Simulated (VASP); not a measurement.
Set up this calculation in VASP 6.6.1, as the native input.

```
Task                   : single point
Functional             : PBE
Potentials or basis    : VASP PAW PBE potentials, release 64 (Ru_pv)
Cutoff                 : 500 eV
k mesh                 : 20 × 20 × 11
Occupations            : fermi-dirac, width 0.05 eV
Spin                   : no spin polarisation
Dipole correction      : no
Further INCAR settings : ALGO = Normal; EDIFF = 1e-06; NBANDS = 21
```

The structure of Ru lies in POSCAR:

```
Ru
1.0
    2.7237197275      0.0000000000      0.0000000000
   -1.3618598638      2.3588104768      0.0000000000
    0.0000000000      0.0000000000      4.3102577801
Ru
2
Direct
    0.3333333333      0.6666666667      0.2500000000
    0.6666666667      0.3333333333      0.7500000000
```

This cell differs from its parent crystal: volume scaled by 1.02, then relaxed in part.

The input as run:

INCAR

```
SYSTEM = Ru
PREC = Accurate ; ENCUT = 500
EDIFF = 1E-6 ; ISMEAR = -1
SIGMA = 0.05 ; LREAL = .False.
LASPH = .True. ; NELM = 120
ALGO = Normal ; ISIF = 2
LWAVE = .False. ; LCHARG = .False.
GGA = PE ; NBANDS = 21
GGA_COMPAT = .False.
```

KPOINTS

```
regular mesh
0
Gamma
  20 20 11
  0 0 0
```

Potentials or basis: VASP PAW PBE potentials, release 64 (Ru_pv).

Launch:

```bash
$ cat potpaw_PBE.64/Ru_pv/POTCAR > POTCAR
$ mpirun -np 1 vasp_std > vasp.out
```

It gave:

| Property | Result |
| --- | --- |
| Pressure | -1.9 GPa |
| Band gap on the k mesh | zero (band 14 reaches 14.04 eV, above the bottom of band 15 at 10.91 eV) |

Wall time 3 min on 1 thread of AMD EPYC 7R13, on a shared host, peak memory 0.2 GiB.
